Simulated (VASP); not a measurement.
# BiTe (Fm-3m) in VASP: a series of runs

BiTe is run at these levels: BLYP, LDA, r2SCAN; tasks: single point.

Everything below comes from runs of VASP 6.6.1. Logs are shortened: lines on timing, memory, paths and dates and some standing lists are left out, and cuts for length are marked.

## Step 1: The cell of the first run

It takes space group Fm-3m (No. 225, cubic). Conventional cell: a = 6.470 Å, b = 6.470 Å, c = 6.470 Å, α = 90.00°, β = 90.00°, γ = 90.00°. Within 4.3 Å of Bi (site symmetry m-3m) lie 6 Te at 3.23 Å. Within 4.3 Å of Te (site symmetry m-3m) lie 6 Bi at 3.23 Å.

## Step 2: Single point, BLYP

Input file INCAR:

```
SYSTEM = BiTe
AGGAC = 1.0
AGGAX = 1.0
ALDAC = 0.0
ALDAX = 1.0
ALGO = Normal
EDIFF = 1E-6
ENCUT = 500
GGA = B5
GGA_COMPAT = .False.
ISIF = 2
ISMEAR = -5
LASPH = .True.
LCHARG = .False.
LREAL = .False.
LWAVE = .False.
NBANDS = 18
NELM = 120
PREC = Accurate
SIGMA = 0.05
```

Input file KPOINTS:

```
k-points
0
Gamma
  7 7 7
  0 0 0
```

Input file POSCAR:

```
BiTe
1.0
    0.0000000000      3.2350000000      3.2350000000
    3.2350000000      0.0000000000      3.2350000000
    3.2350000000      3.2350000000      0.0000000000
Bi Te
1 1
Direct
    0.0000000000      0.0000000000      0.0000000000
    0.5000000000      0.5000000000      0.5000000000
```

Potentials or basis: VASP PAW PBE potentials, release 64 (Bi_d, Te).

Command:

```
$ cat potpaw_PBE.64/Bi_d/POTCAR potpaw_PBE.64/Te/POTCAR > POTCAR
$ mpirun -np 1 vasp_std > vasp.out
```

OUTCAR:

```text
SYSTEM = BiTe
   EDIFF = 1E-6
   ENCUT = 500
   GGA = B5
   ISIF = 2
   ISMEAR = -5
   LASPH = .True.
   LREAL = .False.
   NELM = 120
   PREC = Accurate

 ion  position               nearest neighbor table
   1  0.000  0.000  0.000-   2 3.23   2 3.23   2 3.23   2 3.23   2 3.23   2 3.23
   2  0.500  0.500  0.500-   1 3.23   1 3.23   1 3.23   1 3.23   1 3.23   1 3.23

  LATTYP: Found a face centered cubic cell.
 ALAT       =     6.4700000000

  Lattice vectors:

 A1 = (   0.0000000000,   3.2350000000,   3.2350000000)
 A2 = (   3.2350000000,   0.0000000000,   3.2350000000)
 A3 = (   3.2350000000,   3.2350000000,   0.0000000000)

Analysis of symmetry for initial positions (statically):
=====================================================================
 Subroutine PRICEL returns:
 Original cell was already a primitive cell.

 Routine SETGRP: Setting up the symmetry group for a
 face centered cubic supercell.

 Subroutine GETGRP returns: Found 48 space group operations
 (whereof 48 operations were pure point group operations)
 out of a pool of 48 trial point group operations.

The static configuration has the point symmetry O_h .

Analysis of symmetry for dynamics (positions and initial velocities):
=====================================================================
 Subroutine PRICEL returns:
 Original cell was already a primitive cell.

 Routine SETGRP: Setting up the symmetry group for a
 face centered cubic supercell.

 Subroutine GETGRP returns: Found 48 space group operations
 (whereof 48 operations were pure point group operations)
 out of a pool of 48 trial point group operations.

The dynamic configuration has the point symmetry O_h .

 Subroutine INISYM returns: Found 48 space group operations
 (whereof 48 operations are pure point group operations),
 and found     1 'primitive' translations

----------------------------------------------------------------------------------------

                                     Primitive cell

  volume of cell :      67.7100

  direct lattice vectors                    reciprocal lattice vectors
     0.000000000  3.235000000  3.235000000    -0.154559505  0.154559505  0.154559505
     3.235000000  0.000000000  3.235000000     0.154559505 -0.154559505  0.154559505
     3.235000000  3.235000000  0.000000000     0.154559505  0.154559505 -0.154559505

[... 76 lines left out ...]
   LSORBIT =      F    spin-orbit coupling
   LASPH  =      T    aspherical Exc in radial PAW
   ENCUT  =  500.0 eV  36.75 Ry    6.06 a.u.   8.34  8.34  8.34*2*pi/ulx,y,z
   NELM   =    120;   NELMIN=  2; NELMDL= -5     # of ELM steps
   EDIFF  = 0.1E-05   stopping-criterion for ELM
   LREAL  =      F    real-space projection
   EDIFFG = 0.1E-04   stopping-criterion for IOM
   NSW    =      0    number of steps for IOM
   IBRION =     -1    ionic relax: 0-MD 1-quasi-New 2-CG
   NFREE  =      0    steps in history (QN), initial steepest desc. (CG)
   ISIF   =      2    stress and relaxation
   ISYM   =      2    0-nonsym 1-usesym 2-fastsym
   POTIM  = 0.5000    time-step for ionic-motion
   TEBEG  =    0.0;   TEEND  =   0.0 temperature during run
   PSTRESS=    0.0 pullay stress
   NELECT =      21.0000    total number of electrons
   NUPDOWN=      -1.0000    fix difference up-down
   EMIN   =  10.00;   EMAX   =-10.00  energy-range for DOS
   EFERMI =   0.00;   METHOD = LEGACY
   ISMEAR =    -5;   SIGMA  =   0.05  broadening in eV -4-tet -1-fermi 0-gaus
   EFERMI_NEDOS =   21; number of points for ismear=-14 and -15
   IALGO  =     38    algorithm
   IMIX   =      4    mixing-type and parameters
     AMIX     =   0.40;   BMIX     =  1.00
     AMIX_MAG =   1.60;   BMIX_MAG =  1.00
  volume/ion in A,a.u.               =      33.86       228.46
  Fermi-wavevector in a.u.,A,eV,Ry     =   1.108146  2.094092 16.707785  1.227988
  Thomas-Fermi vector in A             =   2.244669
   LORBIT       =      0    0 simple, 1 ext, 2 COOP (PROOUT), +10 PAW based schemes
   GGA     = B5    functional components
   LHFCALC =     F    Hartree Fock is set to
   AEXX    =    0.0000 exact exchange contribution
   IVDW    =     0    specifies the selected vdW correction
   LEPSILON=     F    determine dielectric tensor
   LRPA    =     F    only Hartree local field effects (RPA)
 non-spin polarized calculation
 Fermi weights with tetrahedron method with Bloechl corrections
  energy-cutoff  :      500.00
  volume of cell :       67.71
 maximum number of plane-waves:      1759
 NGX is ok and might be reduce to    36
   NGX = 17   NGY = 17   NGZ = 17

 number of electron      21.0000001 magnetization

 Free energy of the ion-electron system (eV)
  ---------------------------------------------------
  ext. energy  EPLUGINS =         0.00000000
  ---------------------------------------------------
  free energy    TOTEN  =        -5.87632697 eV

  energy without entropy =       -5.87632697  energy(sigma->0) =       -5.87632697

 E-fermi :   7.3156     XC(G=0):  -8.8018

 val. band max:        7.3745309805   @ k =   0.2857   0.0000   0.0000
 cond. band min:       6.6326487760   @ k =   0.4286   0.0000   0.0000
 fundamental gap:     -0.7418822046
 Fermi energy:         7.3156400706

 k-point     1 :       0.0000    0.0000    0.0000
  band No.  band energies     occupation
      1     -15.9753      2.00000
      2     -15.9753      2.00000
      3     -15.9675      2.00000
      4     -15.9675      2.00000
      5     -15.9675      2.00000
      6      -6.4211      2.00000
[... 397 lines left out ...]
      5     -15.9577      2.00000
      6      -4.1819      2.00000
[... 10 lines left out ...]
     17      16.6903      0.00000
     18      17.4839      0.00000

------------------------ aborting loop because EDIFF is reached ----------------------------------------

  FORCE on cell =-STRESS in cart. coord.  units (eV):
  Direction    XX          YY          ZZ          XY          YZ          ZX
  --------------------------------------------------------------------------------------
  -------------------------------------------------------------------------------------
  Total        1.8885802      1.8885802      1.8885802     -0.0000000      0.0000000     -0.0000000
  in kB       44.6882301     44.6882301     44.6882301     -0.0000000      0.0000000     -0.0000000
  external PRESSURE =      44.6882301 kB  Pullay stress =       0.0000000 kB

 VOLUME and BASIS-vectors are now :
 -----------------------------------------------------------------------------
  energy-cutoff  :      500.00
  volume of cell :       67.71
      direct lattice vectors                 reciprocal lattice vectors
     0.000000000  3.235000000  3.235000000    -0.154559505  0.154559505  0.154559505
     3.235000000  0.000000000  3.235000000     0.154559505 -0.154559505  0.154559505
     3.235000000  3.235000000  0.000000000     0.154559505  0.154559505 -0.154559505

 POSITION                                       TOTAL-FORCE (eV/Angst)
 -----------------------------------------------------------------------------------
      0.00000      0.00000      0.00000        -0.000000      0.000000     -0.000000
      3.23500      3.23500      3.23500         0.000000      0.000000      0.000000
 -----------------------------------------------------------------------------------
    total drift:                               -0.000000      0.000000      0.000000

  FREE ENERGIE OF THE ION-ELECTRON SYSTEM (eV)
  ---------------------------------------------------
  free  energy   TOTEN  =        -5.8763269676 eV

  energy  without entropy=       -5.8763269676  energy(sigma->0) =       -5.87632697
```

stdout:

```text
POSCAR found type information on POSCAR BiTe
 POSCAR found :  2 types and       2 ions
 scaLAPACK will be used
 -----------------------------------------------------------------------------
[... 23 lines left out ...]
|     Tetrahedron method does not include variations of the Fermi             |
|     occupations, so forces and stress will be inaccurate. We suggest        |
|     using a different smearing scheme ISMEAR = 1 or 2 for metals in         |
|     relaxations.                                                            |
|                                                                             |
 -----------------------------------------------------------------------------
```

Run time: 46 s. Hardware: 1 thread of Intel Xeon Platinum 8259CL at 2.50GHz (Skylake/Cascade Lake), shared host; peak memory 0.21 GiB.

What came out:

| Item | Value |
| --- | --- |
| Free energy | -5.8763 eV |
| Pressure | 4.5 GPa |
| Band gap on the k mesh | zero (an odd number of electrons rules out a gap without spin polarisation) |

Levels at points of the mesh, in eV from the Fermi level:
| k point | band 6 | band 7 | band 8 | band 9 | band 10 | band 11 | band 12 | band 13 | band 14 | band 15 |
| --- | --- | --- | --- | --- | --- | --- | --- | --- | --- | --- |
| (0.00, 0.00, 0.00) | -13.74 | -8.42 | -2.76 | -2.76 | -2.76 | 1.89 | 1.89 | 1.89 | 4.70 | 4.70 |

Caveat: the cell stands under pressure; the PAW data sets were made with another functional, which shifts forces and pressure a little; spin-orbit coupling is left out, which moves the levels of the heavy elements; tetrahedron occupations give inexact forces and stress in metals.

## Step 3: Single point, LDA

Input file INCAR:

```
SYSTEM = BiTe
PREC = Accurate
ENCUT = 500
EDIFF = 1E-6
ISMEAR = 1
SIGMA = 0.15
LREAL = .False.
LASPH = .True.
NELM = 120
ALGO = Normal
ISIF = 2
LWAVE = .False.
LCHARG = .False.
NBANDS = 18
GGA_COMPAT = .False.
```

Input file KPOINTS:

```
regular mesh
0
Gamma
  7 7 7
  0 0 0
```

POSCAR is that of step 2.

Potentials or basis: VASP PAW LDA potentials, release 64 (Bi_d, Te).

Command:

```
$ cat potpaw_LDA.64/Bi_d/POTCAR potpaw_LDA.64/Te/POTCAR > POTCAR
$ mpirun -np 1 vasp_std > vasp.out
```

OUTCAR:

```text
SYSTEM = BiTe
   PREC = Accurate
   ENCUT = 500
   EDIFF = 1E-6
   ISMEAR = 1
   LREAL = .False.
   LASPH = .True.
   NELM = 120
   ISIF = 2

 ion  position               nearest neighbor table
   1  0.000  0.000  0.000-   2 3.23   2 3.23   2 3.23   2 3.23   2 3.23   2 3.23
   2  0.500  0.500  0.500-   1 3.23   1 3.23   1 3.23   1 3.23   1 3.23   1 3.23

  LATTYP: Found a face centered cubic cell.
 ALAT       =     6.4700000000

  Lattice vectors:

 A1 = (   0.0000000000,   3.2350000000,   3.2350000000)
 A2 = (   3.2350000000,   0.0000000000,   3.2350000000)
 A3 = (   3.2350000000,   3.2350000000,   0.0000000000)

Analysis of symmetry for initial positions (statically):
=====================================================================
 Subroutine PRICEL returns:
 Original cell was already a primitive cell.

 Routine SETGRP: Setting up the symmetry group for a
 face centered cubic supercell.

 Subroutine GETGRP returns: Found 48 space group operations
 (whereof 48 operations were pure point group operations)
 out of a pool of 48 trial point group operations.

The static configuration has the point symmetry O_h .

Analysis of symmetry for dynamics (positions and initial velocities):
=====================================================================
 Subroutine PRICEL returns:
 Original cell was already a primitive cell.

 Routine SETGRP: Setting up the symmetry group for a
 face centered cubic supercell.

 Subroutine GETGRP returns: Found 48 space group operations
 (whereof 48 operations were pure point group operations)
 out of a pool of 48 trial point group operations.

The dynamic configuration has the point symmetry O_h .

 Subroutine INISYM returns: Found 48 space group operations
 (whereof 48 operations are pure point group operations),
 and found     1 'primitive' translations

----------------------------------------------------------------------------------------

                                     Primitive cell

  volume of cell :      67.7100

[... 102 lines left out ...]
     AMIX     =   0.40;   BMIX     =  1.00
     AMIX_MAG =   1.60;   BMIX_MAG =  1.00
  volume/ion in A,a.u.               =      33.86       228.46
  Fermi-wavevector in a.u.,A,eV,Ry     =   1.108146  2.094092 16.707785  1.227988
  Thomas-Fermi vector in A             =   2.244669
   LORBIT       =      0    0 simple, 1 ext, 2 COOP (PROOUT), +10 PAW based schemes
   GGA     = CA    functional components
   LHFCALC =     F    Hartree Fock is set to
   AEXX    =    0.0000 exact exchange contribution
   IVDW    =     0    specifies the selected vdW correction
   LEPSILON=     F    determine dielectric tensor
   LRPA    =     F    only Hartree local field effects (RPA)
 non-spin polarized calculation
 Methfessel and Paxton  Order N= 1 SIGMA  =   0.15
  energy-cutoff  :      500.00
  volume of cell :       67.71
 maximum number of plane-waves:      1759
 NGX is ok and might be reduce to    36
   NGX = 17   NGY = 17   NGZ = 17

 number of electron      21.0000001 magnetization

 Free energy of the ion-electron system (eV)
  ---------------------------------------------------
  ext. energy  EPLUGINS =         0.00000000
  ---------------------------------------------------
  free energy    TOTEN  =        -8.46328750 eV

  energy without entropy =       -8.45428386  energy(sigma->0) =       -8.46028628

 E-fermi :   6.4565     XC(G=0):  -9.6742

 val. band max:        6.4366780835   @ k =  -0.4286   0.1429   0.0000
 cond. band min:       6.4675558609   @ k =  -0.4286   0.1429   0.0000
 fundamental gap:      0.0308777774
 Fermi energy:         6.4565474301

 k-point     1 :       0.0000    0.0000    0.0000
  band No.  band energies     occupation
      1     -16.6367      2.00000
      2     -16.6367      2.00000
      3     -16.6299      2.00000
      4     -16.6299      2.00000
      5     -16.6299      2.00000
      6      -7.0914      2.00000
[... 397 lines left out ...]
      5     -16.6198      2.00000
      6      -4.8424      2.00000
[... 10 lines left out ...]
     17      15.8254      0.00000
     18      16.6599      0.00000

------------------------ aborting loop because EDIFF is reached ----------------------------------------

  FORCE on cell =-STRESS in cart. coord.  units (eV):
  Direction    XX          YY          ZZ          XY          YZ          ZX
  --------------------------------------------------------------------------------------
  -------------------------------------------------------------------------------------
  Total       -1.1015773     -1.1015773     -1.1015773      0.0000000      0.0000000      0.0000000
  in kB      -26.0658987    -26.0658987    -26.0658987      0.0000000      0.0000000      0.0000000
  external PRESSURE =     -26.0658987 kB  Pullay stress =       0.0000000 kB

 VOLUME and BASIS-vectors are now :
 -----------------------------------------------------------------------------
  energy-cutoff  :      500.00
  volume of cell :       67.71
      direct lattice vectors                 reciprocal lattice vectors
     0.000000000  3.235000000  3.235000000    -0.154559505  0.154559505  0.154559505
     3.235000000  0.000000000  3.235000000     0.154559505 -0.154559505  0.154559505
     3.235000000  3.235000000  0.000000000     0.154559505  0.154559505 -0.154559505

 POSITION                                       TOTAL-FORCE (eV/Angst)
 -----------------------------------------------------------------------------------
      0.00000      0.00000      0.00000         0.000000      0.000000      0.000000
      3.23500      3.23500      3.23500        -0.000000     -0.000000     -0.000000
 -----------------------------------------------------------------------------------
    total drift:                               -0.000000      0.000000      0.000000

  FREE ENERGIE OF THE ION-ELECTRON SYSTEM (eV)
  ---------------------------------------------------
  free  energy   TOTEN  =        -8.4632874970 eV

  energy  without entropy=       -8.4542838556  energy(sigma->0) =       -8.46028628
```

OSZICAR:

```text
N       E                     dE             d eps       ncg     rms          rms(c)
DAV:   1     0.159913337019E+03    0.15991E+03   -0.96293E+03   720   0.109E+03
DAV:   2     0.366965733892E+01   -0.15624E+03   -0.15168E+03   772   0.306E+02
DAV:   3    -0.814231674763E+01   -0.11812E+02   -0.11641E+02   876   0.888E+01
DAV:   4    -0.848346187884E+01   -0.34115E+00   -0.34072E+00   858   0.163E+01
DAV:   5    -0.849806071065E+01   -0.14599E-01   -0.14598E-01  1012   0.313E+00    0.623E+00
DAV:   6    -0.846515266550E+01    0.32908E-01   -0.90554E-02  1048   0.191E+00    0.387E+00
DAV:   7    -0.846382882201E+01    0.13238E-02   -0.20300E-02   832   0.754E-01    0.566E-01
DAV:   8    -0.846326361909E+01    0.56520E-03   -0.33848E-03   918   0.401E-01    0.982E-02
DAV:   9    -0.846328884614E+01   -0.25227E-04   -0.35665E-04   780   0.106E-01    0.537E-02
DAV:  10    -0.846328773391E+01    0.11122E-05   -0.15639E-05   918   0.223E-02    0.294E-02
DAV:  11    -0.846328749700E+01    0.23690E-06   -0.51997E-06   792   0.132E-02
   1 F= -.84632875E+01 E0= -.84602863E+01  d E =-.900364E-02
```

stdout:

```text
POSCAR found type information on POSCAR BiTe
 POSCAR found :  2 types and       2 ions
 scaLAPACK will be used
 LDA part: xc-table for (Slater(with rela. corr.)+CA(PZ))
 , standard interpolation
 POSCAR, INCAR and KPOINTS ok, starting setup
 FFT: planning ... GRIDC
 FFT: planning ... GRID_SOFT
 FFT: planning ... GRID
 WAVECAR not read
 entering main loop
```

Wall time 16 s (1 thread of Intel Xeon Platinum 8259CL at 2.50GHz (Skylake/Cascade Lake), shared host); peak memory 0.18 GiB.

What came out:

| Property | Result |
| --- | --- |
| Free energy | -8.4633 eV |
| Pressure | -2.6 GPa |
| Band gap on the k mesh | zero (an odd number of electrons rules out a gap without spin polarisation) |

Caveat: spin-orbit coupling is left out, which moves the levels of the heavy elements.

(Continued in part 2 of 2.)

The gap in the log of VASP goes by the Fermi energy; the results here count the filled bands.